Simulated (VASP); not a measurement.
Runs of VASP 6.6.1 on BN. The structure is that of space group R3m (No. 160), or close to it. The cells are those of the table. 

```tsv
cell	gap on the mesh (eV)	pressure (GPa)	largest force (eV/Å)
a = 3.546 Å, angles 41.3°, 2 atoms	4.00	(a)	0.02
a = 3.399 Å, angles 41.4°, 2 atoms	4.09	33.6	0.03
a = 3.839 Å, angles 41.2°, 2 atoms	3.72	-40.7	-
a = 3.625 Å, angles 37.0°, 2 atoms	4.49	79.3	0.01
a = 3.692 Å, angles 41.3°, 2 atoms	3.88	-27.1	0.01
a = 3.594 Å, angles 44.2°, 2 atoms	3.51	-43.6	0.05
a = 3.898 Å, angles 35.9°, 2 atoms	(b)	27.6	0.02
a = 3.647 Å, angles 38.5°, 2 atoms	4.30	30.1	0.01
```

Alike in all rows: task single point; level LDA; potentials or basis VASP PAW LDA potentials, release 64 (B, N); no spin polarisation; k mesh 12 × 12 × 12; cutoff (eV) 600; smearing gaussian 0.05 eV.

Estimate the missing entries.

(a) -3.8; (b) 4.28.

A k mesh can miss the band edges.
